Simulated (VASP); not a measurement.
# BiSb4O (P4/mmm) in VASP: a series of runs, part 3 of 3

VASP 6.6.1. The steps go on from the part before.

### Step 5. Single point, PBE

This run uses another cell than the first one, of 27.51 Å³/atom.

INCAR

```
SYSTEM = BiSb4O
  ALGO = Normal
  EDIFF = 1E-6
  ENCUT = 520
  GGA = PE
  ISIF = 2
  ISMEAR = 0
  LASPH = .True.
  LCHARG = .False.
  LREAL = .False.
  LWAVE = .False.
  NBANDS = 30
  NELM = 60
  PREC = Accurate
  SIGMA = 0.1
```

KPOINTS

```
k-points
0
Gamma
  8 8 6
  0 0 0
```

POSCAR

```
BiSb4O
1.0
    4.6137305036      0.0000000000      0.0000000000
    0.0000000000      4.6137305036      0.0000000000
    0.0000000000      0.0000000000      7.7529074601
Sb Bi O
4 1 1
Direct
    0.5000000000      0.0000000000      0.8113299299
    0.0000000000      0.5000000000      0.1886700701
    0.5000000000      0.0000000000      0.1886700701
    0.0000000000      0.5000000000      0.8113299299
    0.5000000000      0.5000000000      0.5000000000
    0.0000000000      0.0000000000      0.0000000000
```

Potentials or basis: VASP PAW PBE potentials, release 64 (Sb, Bi_d, O).

The run is started by

```sh
cat potpaw_PBE.64/Sb/POTCAR potpaw_PBE.64/Bi_d/POTCAR potpaw_PBE.64/O/POTCAR > POTCAR
mpirun -np 1 vasp_std > vasp.out
```

OUTCAR:

```text
SYSTEM = BiSb4O
   EDIFF = 1E-6
   ENCUT = 520
   GGA = PE
   ISIF = 2
   ISMEAR = 0
   LASPH = .True.
   LREAL = .False.
   NELM = 60
   PREC = Accurate

 ion  position               nearest neighbor table
   1  0.500  0.000  0.811-   6 2.73   6 2.73   3 2.93   4 3.26   4 3.26   4 3.26   4 3.26   5 3.34
                             5 3.34
   2  0.000  0.500  0.189-   6 2.73   6 2.73   4 2.93   3 3.26   3 3.26   3 3.26   3 3.26   5 3.34
                             5 3.34
   3  0.500  0.000  0.189-   6 2.73   6 2.73   1 2.93   2 3.26   2 3.26   2 3.26   2 3.26   5 3.34
                             5 3.34
   4  0.000  0.500  0.811-   6 2.73   6 2.73   2 2.93   1 3.26   1 3.26   1 3.26   1 3.26   5 3.34
                             5 3.34
   5  0.500  0.500  0.500-   1 3.34   2 3.34   3 3.34   4 3.34   1 3.34   3 3.34   2 3.34   4 3.34

   6  0.000  0.000  0.000-   1 2.73   2 2.73   3 2.73   4 2.73   2 2.73   4 2.73   1 2.73   3 2.73

  LATTYP: Found a simple tetragonal cell.
 ALAT       =     4.6137305036
 C/A-ratio  =     1.6803988560

  Lattice vectors:

 A1 = (   4.6137305036,   0.0000000000,   0.0000000000)
 A2 = (   0.0000000000,   4.6137305036,   0.0000000000)
 A3 = (   0.0000000000,   0.0000000000,   7.7529074601)

Analysis of symmetry for initial positions (statically):
=====================================================================
 Subroutine PRICEL returns:
 Original cell was already a primitive cell.

 Routine SETGRP: Setting up the symmetry group for a
 simple tetragonal supercell.

 Subroutine GETGRP returns: Found 16 space group operations
 (whereof 16 operations were pure point group operations)
 out of a pool of 16 trial point group operations.

The static configuration has the point symmetry D_4h.

Analysis of symmetry for dynamics (positions and initial velocities):
=====================================================================
[... 140 lines left out ...]
  Fermi-wavevector in a.u.,A,eV,Ry     =   1.029153  1.944816 14.410679  1.059155
  Thomas-Fermi vector in A             =   2.163186
   LORBIT       =      0    0 simple, 1 ext, 2 COOP (PROOUT), +10 PAW based schemes
   GGA     = PE    functional components
   LHFCALC =     F    Hartree Fock is set to
   AEXX    =    0.0000 exact exchange contribution
   IVDW    =     0    specifies the selected vdW correction
   LEPSILON=     F    determine dielectric tensor
   LRPA    =     F    only Hartree local field effects (RPA)
 non-spin polarized calculation
 Gauss-broadening in eV      SIGMA  =   0.10
  energy-cutoff  :      520.00
  volume of cell :      165.03
 maximum number of plane-waves:      4479
 NGX is ok and might be reduce to    36
   NGX = 17   NGY = 17   NGZ = 29

 number of electron      40.9999996 magnetization

 Free energy of the ion-electron system (eV)
  ---------------------------------------------------
  ext. energy  EPLUGINS =         0.00000000
  ---------------------------------------------------
  free energy    TOTEN  =       -23.97764093 eV

  energy without entropy =      -23.94903951  energy(sigma->0) =      -23.96334022

 E-fermi :   6.6568     XC(G=0):  -9.5960

 val. band max:        6.6558953356   @ k =   0.5000   0.5000   0.3333
 cond. band min:       6.6593047168   @ k =   0.5000   0.2500   0.1667
 fundamental gap:      0.0034093812
 Fermi energy:         6.6568146255

 k-point     1 :       0.0000    0.0000    0.0000
  band No.  band energies     occupation
      1     -16.4980      2.00000
      2     -16.4940      2.00000
      3     -16.4940      2.00000
      4     -16.4926      2.00000
      5     -16.4848      2.00000
      6     -10.7956      2.00000
[... 781 lines left out ...]
     29      11.1024      0.00000
     30      11.9774      0.00000

 [... further k-points ...]

------------------------ aborting loop because EDIFF is reached ----------------------------------------

  FORCE on cell =-STRESS in cart. coord.  units (eV):
  Direction    XX          YY          ZZ          XY          YZ          ZX
  --------------------------------------------------------------------------------------
  -------------------------------------------------------------------------------------
  Total       -0.1332801     -0.1332801     -0.1786714      0.0000000     -0.0000000      0.0000000
  in kB       -1.2939178     -1.2939178     -1.7345886      0.0000000     -0.0000000      0.0000000
  external PRESSURE =      -1.4408081 kB  Pullay stress =       0.0000000 kB

 VOLUME and BASIS-vectors are now :
 -----------------------------------------------------------------------------
  energy-cutoff  :      520.00
  volume of cell :      165.03
      direct lattice vectors                 reciprocal lattice vectors
     4.613730504  0.000000000  0.000000000     0.216744346  0.000000000  0.000000000
     0.000000000  4.613730504  0.000000000     0.000000000  0.216744346  0.000000000
     0.000000000  0.000000000  7.752907460     0.000000000  0.000000000  0.128983869

 POSITION                                       TOTAL-FORCE (eV/Angst)
 -----------------------------------------------------------------------------------
      2.30687      0.00000      6.29017        -0.000000      0.000000      0.013497
      0.00000      2.30687      1.46274         0.000000      0.000000     -0.013497
      2.30687      0.00000      1.46274        -0.000000      0.000000     -0.013497
      0.00000      2.30687      6.29017         0.000000     -0.000000      0.013497
      2.30687      2.30687      3.87645         0.000000      0.000000      0.000000
      0.00000      0.00000      0.00000         0.000000      0.000000      0.000000
 -----------------------------------------------------------------------------------
    total drift:                                0.000000      0.000000      0.000000

  FREE ENERGIE OF THE ION-ELECTRON SYSTEM (eV)
  ---------------------------------------------------
  free  energy   TOTEN  =       -23.9776409316 eV

  energy  without entropy=      -23.9490395150  energy(sigma->0) =      -23.96334022
```

It took 2.9 min on 1 thread of AMD EPYC 9R45 (Zen 5), shared host; peak memory 0.41 GiB.

What came out:

- Free energy: -23.9776 eV
- Pressure: -0.1 GPa
- Largest force: 0.013 eV/Å
- Band gap on the k mesh: zero (an odd number of electrons rules out a gap without spin polarisation)

Forces in eV/Å, atoms in the order of the input:
```
Sb   0.000  0.000  0.013
Sb   0.000  0.000 -0.013
Sb   0.000  0.000 -0.013
Sb   0.000  0.000  0.013
Bi   0.000  0.000  0.000
O    0.000  0.000  0.000
```

Levels at points of the mesh, in eV from the Fermi level:
```tsv
k point	band 18	band 19	band 20	band 21	band 22	band 23	band 24	band 25
(0.00, 0.00, 0.00)	-1.92	-1.92	-1.24	-0.27	1.09	1.09	2.47	2.99
(0.50, 0.00, 0.00)	-1.22	-0.32	-0.24	-0.10	-0.06	0.92	1.00	1.16
(0.50, 0.50, 0.00)	-1.14	-1.14	0.00	1.94	2.12	2.12	2.22	2.22
(0.00, 0.00, 0.50)	-0.99	-0.99	-0.69	0.67	0.87	0.87	1.06	2.58
(0.50, 0.00, 0.50)	-1.55	-1.50	-0.63	-0.20	-0.09	0.34	1.34	1.68
(0.50, 0.50, 0.50)	-1.80	-1.80	-0.37	-0.27	-0.27	0.00	3.92	4.06
```

Caveat: spin-orbit coupling is left out, which moves the levels of the heavy elements; an odd number of electrons without spin polarisation forces a metal; a magnetic or distorted state may lie lower.

### Step 6. Relaxation of cell and atoms, PBE

This run uses another cell than the first one, of 27.33 Å³/atom.

INCAR

```
SYSTEM = BiSb4O
  PREC = Accurate
  ENCUT = 600
  EDIFF = 1E-7
  ISMEAR = 0
  SIGMA = 0.1
  LREAL = .False.
  LASPH = .True.
  NELM = 60
  ALGO = Normal
  ISIF = 3
  LWAVE = .False.
  LCHARG = .False.
  GGA = PE
  IBRION = 2
  NSW = 100
  EDIFFG = -0.01
```

KPOINTS

```
regular mesh
0
Gamma
  8 8 6
  0 0 0
```

POSCAR

```
BiSb4O
1.0
    4.6009048648      0.0000000000      0.0000000000
    0.0000000000      4.6009048648      0.0000000000
    0.0000000000      0.0000000000      7.7455059818
Sb Bi O
4 1 1
Direct
    0.5000000000      0.0000000000      0.8116961275
    0.0000000000      0.5000000000      0.1883038725
    0.5000000000      0.0000000000      0.1883038725
    0.0000000000      0.5000000000      0.8116961275
    0.5000000000      0.5000000000      0.5000000000
    0.0000000000      0.0000000000      0.0000000000
```

Potentials or basis: VASP PAW PBE potentials, release 64 (Sb, Bi_d, O).

The run is started by

```sh
cat potpaw_PBE.64/Sb/POTCAR potpaw_PBE.64/Bi_d/POTCAR potpaw_PBE.64/O/POTCAR > POTCAR
mpirun -np 1 vasp_std > vasp.out
```

Wall time 7.2 min (1 thread of AMD EPYC 9R45 (Zen 5), shared host); peak memory 0.5 GiB.

Results (log left out):

| Item | Value |
| --- | --- |
| Free energy | -23.9789 eV |
| Relaxed volume | 27.43 Å³/atom |
| Relaxed cell | a = 4.606 Å, b = 4.606 Å, c = 7.756 Å, α = 90.00°, β = 90.00°, γ = 90.00° |
| Space group after relaxing (to 0.1 Å) | P4/mmm (No. 123) |
| Energy gained by relaxing | 0.1 meV/atom |
| Ionic steps | 3 |
| Pressure after relaxing | 0.0 GPa |
| Largest force after relaxing | 0.005 eV/Å |
| Band gap on the k mesh | zero (an odd number of electrons rules out a gap without spin polarisation) |

Forces on the atoms (eV/Å):
```
Sb   0.000  0.000 -0.005
Sb   0.000  0.000  0.005
Sb   0.000  0.000  0.005
Sb   0.000  0.000 -0.005
Bi   0.000  0.000  0.000
O    0.000  0.000  0.000
```

The path:
| step | energy change (eV) | largest force (eV/Å) | pressure (GPa) | volume (Å³) |
| --- | --- | --- | --- | --- |
| 1 | 0.0000 | 0.0250 | 0.23 | 163.96 |
| 2 | -0.0003 | 0.0028 | -0.11 | 164.88 |
| 3 | -0.0005 | 0.0055 | 0.01 | 164.57 |

Final structure:
```xyz
6
Lattice="4.6062 0.0000 0.0000 0.0000 4.6062 0.0000 0.0000 0.0000 7.7563" Properties=species:S:1:pos:R:3 pbc="T T T"
Sb    2.3031    0.0000    6.2949
Sb    0.0000    2.3031    1.4613
Sb    2.3031    0.0000    1.4613
Sb    0.0000    2.3031    6.2949
Bi    2.3031    2.3031    3.8781
O     0.0000    0.0000    0.0000
```

Levels at points of the mesh, in eV from the Fermi level:
| k point | band 17 | band 18 | band 19 | band 20 | band 21 | band 22 | band 23 | band 24 |
| --- | --- | --- | --- | --- | --- | --- | --- | --- |
| (0.00, 0.00, 0.00) | -2.11 | -1.92 | -1.92 | -1.23 | -0.27 | 1.09 | 1.09 | 2.47 |
| (0.50, 0.00, 0.00) | -1.56 | -1.22 | -0.32 | -0.23 | -0.10 | -0.07 | 0.91 | 0.99 |
| (0.50, 0.50, 0.00) | -3.45 | -1.14 | -1.14 | -0.01 | 1.92 | 2.11 | 2.11 | 2.21 |
| (0.00, 0.00, 0.50) | -2.47 | -0.99 | -0.99 | -0.68 | 0.67 | 0.86 | 0.86 | 1.06 |
| (0.50, 0.00, 0.50) | -1.63 | -1.55 | -1.50 | -0.64 | -0.20 | -0.08 | 0.35 | 1.35 |
| (0.50, 0.50, 0.50) | -2.92 | -1.80 | -1.80 | -0.38 | -0.27 | -0.27 | -0.02 | 3.95 |

Caveat: spin-orbit coupling is left out, which moves the levels of the heavy elements; an odd number of electrons without spin polarisation forces a metal; a magnetic or distorted state may lie lower.

### Step 7. Summary

```csv
task,cell,k mesh,cutoff (eV),gap on the mesh (eV),pressure (GPa),relaxed volume (Å³/atom),largest force (eV/Å)
single point,"a = 4.515, b = 4.515, c = 7.509 Å, 6 atoms, atomic positions A",4 × 4 × 2,520,none,26.0,-,4.30
single point,"a = 4.601, b = 4.601, c = 7.746 Å, 6 atoms, atomic positions B",4 × 4 × 2,520,none,-0.1,-,0.01
relaxation of cell and atoms,"relaxed from a = 4.515, b = 4.515, c = 7.509 Å, 6 atoms, atomic positions A",4 × 4 × 2,600,none,0.1,27.24,0.03
single point,"a = 4.614, b = 4.614, c = 7.753 Å, 6 atoms, atomic positions C",8 × 8 × 6,520,none,-0.1,-,0.01
relaxation of cell and atoms,"relaxed from a = 4.601, b = 4.601, c = 7.746 Å, 6 atoms, atomic positions B",8 × 8 × 6,600,none,0.0,27.43,0.01
```

Alike in all rows: level PBE; potentials or basis VASP PAW PBE potentials, release 64 (Sb, Bi_d, O); no spin polarisation; smearing gaussian 0.1 eV.

Caveats: some runs use coarse meshes; spin-orbit coupling is left out, which moves the levels of the heavy elements; an odd number of electrons without spin polarisation forces a metal; a magnetic or distorted state may lie lower.

Total energies depend on the potentials used, so only differences within one code and one set of settings carry meaning.

The gap in the log of VASP goes by the Fermi energy; the results here count the filled bands.